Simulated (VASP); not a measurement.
Input of a VASP 6.6.1 run:

INCAR

```
SYSTEM = Mg
AGGAC = 1.0
AGGAX = 1.0
ALDAC = 0.0
ALDAX = 1.0
ALGO = Fast
EDIFF = 1E-6
ENCUT = 520
GGA = B5
ISIF = 2
ISMEAR = -1
IVDW = 12
LASPH = .TRUE.
LCHARG = .FALSE.
LREAL = .FALSE.
LWAVE = .FALSE.
NBANDS = 9
NELM = 60
PREC = Accurate
SIGMA = 0.05
VDW_A1 = 0.4298
VDW_A2 = 4.2359
VDW_S6 = 1.0
VDW_S8 = 2.6996
```

The input KPOINTS:

```
k-points
0
G
  10 10 5
  0 0 0
```

POSCAR

```
Mg
1.0
    3.1437856987      0.0000000000      0.0000000000
   -1.5718928494      2.7225982792      0.0000000000
    0.0000000000      0.0000000000      5.1039375022
Mg
2
Direct
    0.6666666667      0.3333333333      0.7500000000
    0.3333333333      0.6666666667      0.2500000000
```

Potentials or basis: VASP PAW PBE potentials, release 64 (Mg).

The run is started by

```sh
$ cat potpaw_PBE.64/Mg/POTCAR > POTCAR
$ mpirun -np 1 vasp_std > vasp.out
```

Task: Predict the pressure.

Result: -2.3 GPa.

Task: Predict the dispersion energy per atom.

Result: -0.683 eV.

Stress tensor (GPa, compression positive):
```
-2.70  0.00  0.00
 0.00 -2.70  0.00
 0.00  0.00 -1.38
```

Caveat: the PAW data sets were made with another functional, which shifts forces and pressure a little; pairwise dispersion overbinds metals, which lowers pressure and volume.
